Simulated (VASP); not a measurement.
# HfH2 (I4/mmm) in VASP: notebook

The runs below take HfH2 through single point, with PBEsol.

All numbers are computed with VASP 6.6.1; they aren't measurements. Logs are shortened: lines on timing, memory, paths and dates and some standing lists are left out, and cuts for length are marked.

## 1. The cell of the first run

It takes space group I4/mmm (No. 139, tetragonal). Conventional cell: a = 3.368 Å, b = 3.368 Å, c = 3.945 Å, α = 90.00°, β = 90.00°, γ = 90.00°. Hf (site symmetry 4/mmm) has 8 H at 1.95 Å within 2.6 Å. Within 2.6 Å of H (site symmetry -4m2) lie 4 Hf at 1.95 Å and 6 H at 1.97 to 2.38 Å.

## 2. Single point, PBEsol (7.46 Å³/atom)

The input, INCAR:

```
ALGO = Normal ; EDIFF = 1E-6
ENCUT = 520 ; GGA = PS
ISIF = 2 ; ISMEAR = 0
LASPH = T ; LCHARG = F
LREAL = F ; LWAVE = F
NBANDS = 13 ; NELM = 60
PREC = Accurate ; SIGMA = 0.1
```

The input, KPOINTS:

```
k-points
0
Gamma
  16 16 16
```

The input, POSCAR:

```
HfH2
1.0
   -1.6841198444      1.6841198444      1.9724103299
    1.6841198444     -1.6841198444      1.9724103299
    1.6841198444      1.6841198444     -1.9724103299
Hf H
1 2
Direct
    0.0000000000      0.0000000000      0.0000000000
    0.7500000000      0.2500000000      0.5000000000
    0.2500000000      0.7500000000      0.5000000000
```

Potentials or basis: VASP PAW PBE potentials, release 64 (Hf_pv, H).

Launch:

```sh
$ cat potpaw_PBE.64/Hf_pv/POTCAR potpaw_PBE.64/H/POTCAR > POTCAR
$ mpirun -np 1 vasp_std > vasp.out
```

OUTCAR:

```text
EDIFF = 1E-6
   ENCUT = 520
   GGA = PS
   ISIF = 2
   ISMEAR = 0
   LASPH = T
   LREAL = F
   NELM = 60
   PREC = Accurate

 ion  position               nearest neighbor table
   1  0.000  0.000  0.000-   2 1.95   3 1.95   2 1.95   3 1.95   2 1.95   3 1.95   2 1.95   3 1.95

   2  0.750  0.250  0.500-   1 1.95   1 1.95   1 1.95   1 1.95
   3  0.250  0.750  0.500-   1 1.95   1 1.95   1 1.95   1 1.95

  LATTYP: Found a body centered tetragonal cell.
 ALAT       =     3.3682396888
 C/A-ratio  =     1.1711816926

  Lattice vectors:

 A1 = (  -1.6841198444,   1.6841198444,   1.9724103299)
 A2 = (   1.6841198444,  -1.6841198444,   1.9724103299)
 A3 = (   1.6841198444,   1.6841198444,  -1.9724103299)

Analysis of symmetry for initial positions (statically):
=====================================================================
 Subroutine PRICEL returns:
 Original cell was already a primitive cell.

 Routine SETGRP: Setting up the symmetry group for a
 body centered tetragonal supercell.

 Subroutine GETGRP returns: Found 16 space group operations
 (whereof 16 operations were pure point group operations)
 out of a pool of 16 trial point group operations.

The static configuration has the point symmetry D_4h.

Analysis of symmetry for dynamics (positions and initial velocities):
=====================================================================
 Subroutine PRICEL returns:
 Original cell was already a primitive cell.

 Routine SETGRP: Setting up the symmetry group for a
 body centered tetragonal supercell.

 Subroutine GETGRP returns: Found 16 space group operations
 (whereof 16 operations were pure point group operations)
 out of a pool of 16 trial point group operations.

The dynamic configuration has the point symmetry D_4h.

 Subroutine INISYM returns: Found 16 space group operations
 (whereof 16 operations are pure point group operations),
 and found     1 'primitive' translations

----------------------------------------------------------------------------------------

                                     Primitive cell

  volume of cell :      22.3771

  direct lattice vectors                    reciprocal lattice vectors
    -1.684119844  1.684119844  1.972410330     0.000000000  0.296890985  0.253496949
     1.684119844 -1.684119844  1.972410330     0.296890985  0.000000000  0.253496949
     1.684119844  1.684119844 -1.972410330     0.296890985  0.296890985  0.000000000

  length of vectors
     3.092397421  3.092397421  3.092397421     0.390390779  0.390390779  0.419867258

  position of ions in fractional coordinates (direct lattice)
     0.000000000  0.000000000  0.000000000
     0.750000000  0.250000000  0.500000000
     0.250000000  0.750000000  0.500000000

  ion indices of the primitive-cell ions
   primitive index   ion index
                 1           1
                 2           2
                 3           3

----------------------------------------------------------------------------------------

 KPOINTS: k-points

Automatic generation of k-mesh.
 Grid dimensions read from file:
 generate k-points for:   16   16   16

 Generating k-lattice:

  Cartesian coordinates                     Fractional coordinates (reciprocal lattice)
     0.000000000  0.018555687  0.015843559     0.062500000  0.000000000  0.000000000
     0.018555687  0.000000000  0.015843559     0.000000000  0.062500000  0.000000000
     0.018555687  0.018555687  0.000000000     0.000000000  0.000000000  0.062500000

  Length of vectors
     0.024399424  0.024399424  0.026241704

  Shift w.r.t. Gamma in fractional coordinates (k-lattice)
     0.000000000  0.000000000  0.000000000

 Subroutine IBZKPT returns following result:
 ===========================================

 Found    349 irreducible k-points:

 Following reciprocal coordinates:
            Coordinates               Weight
  0.000000  0.000000  0.000000      1.000000
  0.062500 -0.000000  0.000000      8.000000
  0.125000 -0.000000  0.000000      8.000000
  0.187500  0.000000  0.000000      8.000000
  0.250000 -0.000000  0.000000      8.000000
  0.312500 -0.000000  0.000000      8.000000
[... 16 lines left out ...]
 -0.125000  0.062500 -0.000000     16.000000
 -0.062500  0.062500  0.000000      4.000000
 [... further k-points ...]
   k-points           NKPTS =    349   k-points in BZ     NKDIM =    349   number of bands    NBANDS=     13
   number of dos      NEDOS =    301   number of ions     NIONS =      3
   total plane-waves  NPLWV =  13824
   dimension x,y,z NGX =    24 NGY =   24 NGZ =   24
   dimension x,y,z NGXF=    48 NGYF=   48 NGZF=   48
   ions per type =               1   2
   NGX,Y,Z   is equivalent  to a cutoff of  12.90, 12.90, 12.90 a.u.
   NGXF,Y,Z  is equivalent  to a cutoff of  25.80, 25.80, 25.80 a.u.
 SYSTEM =  unknown system
   PREC   = accura    normal or accurate (medium, high low for compatibility)
   ISTART =      0    job   : 0-new  1-cont  2-samecut
   ICHARG =      2    charge: 1-file 2-atom 10-const
   ISPIN  =      1    spin polarized calculation?
   LNONCOLLINEAR =      F non collinear calculations
   LSORBIT =      F    spin-orbit coupling
   LASPH  =      T    aspherical Exc in radial PAW
   ENCUT  =  520.0 eV  38.22 Ry    6.18 a.u.   5.75  5.75  5.75*2*pi/ulx,y,z
   NELM   =     60;   NELMIN=  2; NELMDL= -5     # of ELM steps
   EDIFF  = 0.1E-05   stopping-criterion for ELM
   LREAL  =      F    real-space projection
   EDIFFG = 0.1E-04   stopping-criterion for IOM
   NSW    =      0    number of steps for IOM
   IBRION =     -1    ionic relax: 0-MD 1-quasi-New 2-CG
   NFREE  =      0    steps in history (QN), initial steepest desc. (CG)
   ISIF   =      2    stress and relaxation
   ISYM   =      2    0-nonsym 1-usesym 2-fastsym
   POTIM  = 0.5000    time-step for ionic-motion
   TEBEG  =    0.0;   TEEND  =   0.0 temperature during run
   PSTRESS=    0.0 pullay stress
   NELECT =      12.0000    total number of electrons
   NUPDOWN=      -1.0000    fix difference up-down
   EMIN   =  10.00;   EMAX   =-10.00  energy-range for DOS
   EFERMI =   0.00;   METHOD = LEGACY
   ISMEAR =     0;   SIGMA  =   0.10  broadening in eV -4-tet -1-fermi 0-gaus
   EFERMI_NEDOS =   21; number of points for ismear=-14 and -15
   IALGO  =     38    algorithm
   IMIX   =      4    mixing-type and parameters
     AMIX     =   0.40;   BMIX     =  1.00
     AMIX_MAG =   1.60;   BMIX_MAG =  1.00
  volume/ion in A,a.u.               =       7.46        50.34
  Fermi-wavevector in a.u.,A,eV,Ry     =   1.330049  2.513427 24.069103  1.769029
  Thomas-Fermi vector in A             =   2.459165
   LORBIT       =      0    0 simple, 1 ext, 2 COOP (PROOUT), +10 PAW based schemes
   GGA     = PS    functional components
   LHFCALC =     F    Hartree Fock is set to
   AEXX    =    0.0000 exact exchange contribution
   IVDW    =     0    specifies the selected vdW correction
   LEPSILON=     F    determine dielectric tensor
   LRPA    =     F    only Hartree local field effects (RPA)
 non-spin polarized calculation
 Gauss-broadening in eV      SIGMA  =   0.10
  energy-cutoff  :      520.00
  volume of cell :       22.38
 maximum number of plane-waves:       616
   NGX = 11   NGY = 11   NGZ = 11

 number of electron      11.9999997 magnetization

 Free energy of the ion-electron system (eV)
  ---------------------------------------------------
  ext. energy  EPLUGINS =         0.00000000
  ---------------------------------------------------
  free energy    TOTEN  =       -18.58768021 eV

  energy without entropy =      -18.58568254  energy(sigma->0) =      -18.58668137

 E-fermi :   6.3182     XC(G=0): -12.3027

 val. band max:        6.3123484746   @ k =  -0.1875  -0.1875   0.1250
 cond. band min:       6.3277399369   @ k =  -0.1875   0.4375   0.1250
 fundamental gap:      0.0153914623
 Fermi energy:         6.3182089229

 k-point     1 :       0.0000    0.0000    0.0000
  band No.  band energies     occupation
      1     -23.9868      2.00000
      2     -23.9868      2.00000
      3     -23.9039      2.00000
      4      -5.8124      2.00000
      5       5.4272      2.00000
      6       5.8314      2.00000
      7       5.8314      2.00000
      8       7.1915      0.00000
      9       8.0227      0.00000
     10      10.0514      0.00000
     11      18.5090      0.00000
     12      18.5090      0.00000
     13      19.4262      0.00000

 k-point     2 :       0.0625   -0.0000    0.0000
  band No.  band energies     occupation
      1     -24.0163      2.00000
      2     -23.9959      2.00000
      3     -23.9180      2.00000
      4      -5.6771      2.00000
      5       4.3641      2.00000
      6       5.8817      2.00000
      7       6.4291      0.11698
      8       7.8638      0.00000
      9       7.9976      0.00000
     10       9.9570      0.00000
     11      18.3180      0.00000
     12      18.7856      0.00000
     13      19.4291      0.00000

 k-point     3 :       0.1250   -0.0000    0.0000
  band No.  band energies     occupation
      1     -24.1232      2.00000
      2     -24.0216      2.00000
      3     -23.9336      2.00000
      4      -5.2901      2.00000
      5       3.1753      2.00000
      6       5.9643      2.00000
      7       6.7810      0.00000
      8       8.0238      0.00000
      9       9.1427      0.00000
     10       9.8924      0.00000
     11      17.5067      0.00000
     12      19.4300      0.00000
     13      19.5751      0.00000

 k-point     4 :       0.1875    0.0000    0.0000
  band No.  band energies     occupation
      1     -24.2924      2.00000
      2     -24.0600      2.00000
      3     -23.9424      2.00000
      4      -4.7086      2.00000
      5       2.1750      2.00000
      6       5.9209      2.00000
      7       7.1400      0.00000
      8       8.3295      0.00000
      9       9.2816      0.00000
     10      11.0624      0.00000
     11      16.5465      0.00000
     12      19.4212      0.00000
     13      20.7847      0.00000

 k-point     5 :       0.2500   -0.0000    0.0000
  band No.  band energies     occupation
      1     -24.4882      2.00000
      2     -24.1047      2.00000
      3     -23.9492      2.00000
      4      -4.0341      2.00000
      5       1.4423      2.00000
      6       5.7115      2.00000
      7       7.4724      0.00000
      8       9.0137      0.00000
      9       9.2240      0.00000
     10      12.2366      0.00000
     11      16.0523      0.00000
     12      19.2771      0.00000
     13      19.6896      0.00000
[... 257 lines left out ...]
 k-point    22 :      -0.1875    0.0625    0.0000
  band No.  band energies     occupation
      1     -24.2439      2.00000
      2     -24.0398      2.00000
      3     -23.9538      2.00000
      4      -4.8541      2.00000
      5       2.4260      2.00000
      6       6.0992      1.99805
      7       7.2254      0.00000
      8       7.8144      0.00000
      9       9.3665      0.00000
     10      10.4618      0.00000
     11      17.2847      0.00000
     12      19.4237      0.00000
     13      20.0853      0.00000

 k-point    23 :      -0.1250    0.0625   -0.0000
  band No.  band energies     occupation
      1     -24.1055      2.00000
      2     -24.0064      2.00000
      3     -23.9372      2.00000
      4      -5.3618      2.00000
      5       3.3326      2.00000
      6       6.1170      1.99556
      7       7.1118      0.00000
      8       7.7230      0.00000
      9       8.6501      0.00000
     10       9.7231      0.00000
     11      18.0503      0.00000
     12      19.1907      0.00000
     13      19.4324      0.00000

 k-point    24 :      -0.0625    0.0625    0.0000
  band No.  band energies     occupation
      1     -24.0305      2.00000
      2     -23.9913      2.00000
      3     -23.9180      2.00000
      4      -5.6498      2.00000
      5       4.1769      2.00000
      6       5.9805      2.00000
      7       7.2487      0.00000
      8       7.2501      0.00000
      9       7.8769      0.00000
     10       9.8625      0.00000
     11      18.4099      0.00000
     12      18.6819      0.00000
     13      19.4314      0.00000

 [... further k-points ...]

------------------------ aborting loop because EDIFF is reached ----------------------------------------

  FORCE on cell =-STRESS in cart. coord.  units (eV):
  Direction    XX          YY          ZZ          XY          YZ          ZX
  --------------------------------------------------------------------------------------
  -------------------------------------------------------------------------------------
  Total        3.3548461      3.3548461      3.3547629      0.0000000      0.0000000      0.0000000
  in kB      240.2038348    240.2038348    240.1978809      0.0000000      0.0000000      0.0000000
  external PRESSURE =     240.2018502 kB  Pullay stress =       0.0000000 kB

 VOLUME and BASIS-vectors are now :
 -----------------------------------------------------------------------------
  energy-cutoff  :      520.00
  volume of cell :       22.38
      direct lattice vectors                 reciprocal lattice vectors
    -1.684119844  1.684119844  1.972410330     0.000000000  0.296890985  0.253496949
     1.684119844 -1.684119844  1.972410330     0.296890985  0.000000000  0.253496949
     1.684119844  1.684119844 -1.972410330     0.296890985  0.296890985  0.000000000

 POSITION                                       TOTAL-FORCE (eV/Angst)
 -----------------------------------------------------------------------------------
      0.00000      0.00000      0.00000         0.000000      0.000000     -0.000000
     -0.00000      1.68412      0.98621         0.000000      0.000000      0.000000
      1.68412     -0.00000      0.98621        -0.000000     -0.000000     -0.000000
 -----------------------------------------------------------------------------------
    total drift:                               -0.000000      0.000000      0.000000

  FREE ENERGIE OF THE ION-ELECTRON SYSTEM (eV)
  ---------------------------------------------------
  free  energy   TOTEN  =       -18.5876802053 eV

  energy  without entropy=      -18.5856825407  energy(sigma->0) =      -18.58668137
```

Wall time 55 s (1 thread of Oxide Virtual Turin-like, shared host); peak memory 0.19 GiB.

What came out:

- Free energy: -18.5877 eV
- Pressure: 24.0 GPa
- Band gap on the k mesh: zero (bands 6 and 7 overlap by 1.30 eV)

Caveat: the cell stands under pressure; the PAW data sets were made with another functional, which shifts forces and pressure a little; spin-orbit coupling is left out, which moves the levels of the heavy elements.

## 3. Single point, PBEsol (7.71 Å³/atom)

This run uses another cell than the first one, of 7.71 Å³/atom.

The input, INCAR:

```
SYSTEM = HfH2
PREC     = Accurate       ! precision mode
ENCUT    = 520            ! plane-wave cutoff, eV
EDIFF    = 1E-6           ! SCF threshold, eV
ISMEAR   = 0              ! smearing method
SIGMA    = 0.1            ! smearing width, eV
LREAL    = .FALSE.        ! projectors in reciprocal space
LASPH    = .TRUE.         ! aspherical terms in the spheres
NELM     = 100            ! most SCF steps
ALGO     = Normal         ! electronic algorithm
ISIF     = 2              ! what is computed and relaxed
LWAVE    = .FALSE.        ! write WAVECAR
LCHARG   = .FALSE.        ! write CHGCAR
GGA      = PS             ! functional
NBANDS   = 13             ! bands
```

The input, KPOINTS:

```
regular mesh
0
G
  16 16 16
  0 0 0
```

The input, POSCAR:

```
HfH2
1.0
   -1.6969635621      1.6969635621      2.0088936268
    1.6969635621     -1.6969635621      2.0088936268
    1.6969635621      1.6969635621     -2.0088936268
Hf H
1 2
Direct
    0.0000000000      0.0000000000      0.0000000000
    0.7500000000      0.2500000000      0.5000000000
    0.2500000000      0.7500000000      0.5000000000
```

Potentials or basis: VASP PAW PBE potentials, release 64 (Hf_pv, H).

Launch:

```sh
$ cat potpaw_PBE.64/Hf_pv/POTCAR potpaw_PBE.64/H/POTCAR > POTCAR
$ mpirun -np 1 vasp_std > vasp.out
```

Wall time 92 s (1 thread of Oxide Virtual Turin-like, shared host); peak memory 0.19 GiB.

Results (log left out):

```yaml
Free_energy: -18.6844 eV
Pressure: 16.4 GPa
Band_gap_on_the_k_mesh: zero (bands 6 and 7 overlap by 1.29 eV)
```

Stress tensor (GPa, compression positive):
```
16.38  0.00  0.00
 0.00 16.38  0.00
 0.00  0.00 16.54
```

Levels at points of the mesh, in eV from the Fermi level:
```
           k point  band 2  band 3  band 4  band 5  band 6  band 7  band 8  band 9  band 10  band 11
(0.00, 0.00, 0.00)  -30.44  -30.36  -11.96   -0.97   -0.49   -0.49    0.76    1.72     3.63    12.09
(0.50, 0.00, 0.00)  -30.65  -30.42   -8.96   -5.02   -1.23    1.15    4.15    4.83     5.98     7.91
(0.50, 0.50, 0.00)  -30.69  -30.56   -6.86   -5.81   -4.63    4.29    4.47    6.45     7.08     8.79
(0.50, 0.50, 0.50)  -30.89  -30.89   -8.66   -4.25   -3.52    5.47    5.53    5.53     6.06     6.06
```

Caveat: the cell stands under pressure; the PAW data sets were made with another functional, which shifts forces and pressure a little; spin-orbit coupling is left out, which moves the levels of the heavy elements.

(Continued in part 2 of 2.)

The gap in the log of VASP goes by the Fermi energy; the results here count the filled bands.